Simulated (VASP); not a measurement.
Crystal: Ni3I.

```xyz
4
Lattice="4.1224 0.0000 0.0000 0.0000 4.1224 0.0000 0.0000 0.0000 4.1224" Properties=species:S:1:pos:R:3 pbc="T T T"
Ni    0.0000    2.0612    2.0612
Ni    2.0612    0.0000    2.0612
Ni    2.0612    2.0612    0.0000
I     0.0000    0.0000    0.0000
```

```yaml
Program: VASP 6.6.1
Task: relaxation of cell and atoms
Functional: PBE
Potentials_or_basis: VASP PAW PBE potentials, release 64 (Ni, I)
Cutoff: 600 eV
k_mesh: 4 × 4 × 4
Occupations: gaussian, width 0.1 eV
Spin: collinear spin, ferromagnetic start
Starting_moments: "[0.61, 0.61, 0.61, 0.0] μB"
```

At the start: pressure -14.9 GPa; volume 17.51 Å³/atom.

Question: Where does the relaxation end?

Answer: Over 3 steps the energy falls by 218.6 meV/atom and the volume is 13.85 Å³/atom (-20.9 %); space group Pm-3m (No. 221, to 0.1 Å) before and after; moment 0.80 μB per cell.

The path:
```
step  energy change (eV)  largest force (eV/Å)  pressure (GPa)  volume (Å³)
   1              0.0000                0.0000          -14.88        70.06
   2             -0.8720                0.0000            1.32        54.83
   3             -0.8742                0.0000           -0.08        55.41
```

Final structure:
```xyz
4
Lattice="3.8125 0.0000 0.0000 0.0000 3.8125 0.0000 0.0000 0.0000 3.8125" Properties=species:S:1:pos:R:3 pbc="T T T"
Ni    0.0000    1.9062    1.9062
Ni    1.9062    0.0000    1.9062
Ni    1.9062    1.9062    0.0000
I     0.0000    0.0000    0.0000
```

Caveat: the k points lie up to 0.41 Å⁻¹ apart in the final cell; the volume moved by over 15 % at a fixed basis, so the end points are rough.
